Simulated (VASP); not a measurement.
Write the native input for VASP 6.6.1 that does the following.

* Task: single point
* Functional: PBE
* Potentials or basis: VASP PAW PBE potentials, release 64 (Al, N)
* Cutoff: 520 eV
* k mesh: 9 × 9 × 6
* Occupations: gaussian, width 0.05 eV
* Spin: no spin polarisation
* Dipole correction: no
* Further INCAR settings: ALGO = Normal; EDIFF = 1e-06; NBANDS = 16

The structure of AlN lies in POSCAR:

```
AlN
1.0
    3.3949186354      0.0000000000      0.0000000000
   -1.6974593177      2.9400857820      0.0000000000
    0.0000000000      0.0000000000      4.1875630000
Al N
2 2
Direct
    0.3333333333      0.6666666667      0.7500000000
    0.6666666667      0.3333333333      0.2500000000
    0.3333333333      0.6666666667      0.2500000000
    0.6666666667      0.3333333333      0.7500000000
```

This cell differs from its parent crystal: strain +0.0250 x Voigt [1, 1, 0, 0, 0, 0].

The input as run:

INCAR

```
SYSTEM = AlN
ALGO = Normal ; EDIFF = 1E-6
ENCUT = 520 ; GGA = PE
ISIF = 2 ; ISMEAR = 0
LASPH = .TRUE. ; LCHARG = .FALSE.
LREAL = .FALSE. ; LWAVE = .FALSE.
NBANDS = 16 ; NELM = 60
PREC = Accurate ; SIGMA = 0.05
```

KPOINTS

```
k-points
0
G
  9 9 6
  0 0 0
```

Potentials or basis: VASP PAW PBE potentials, release 64 (Al, N).

Run with:

```console
$ cat potpaw_PBE.64/Al/POTCAR potpaw_PBE.64/N/POTCAR > POTCAR
$ mpirun -np 1 vasp_std > vasp.out
```

It gave:

```
Pressure               : -9.7 GPa
Band gap on the k mesh : 2.98 eV, direct
```

Caveat: the cell differs from its parent crystal (strain +0.0250 x Voigt [1, 1, 0, 0, 0, 0]).

Run time: 20 s on 1 thread of Intel(R) Xeon(R) Platinum 8375C CPU @ 2.90GHz (Ice Lake), with other jobs on the host, peak memory 0.17 GiB.
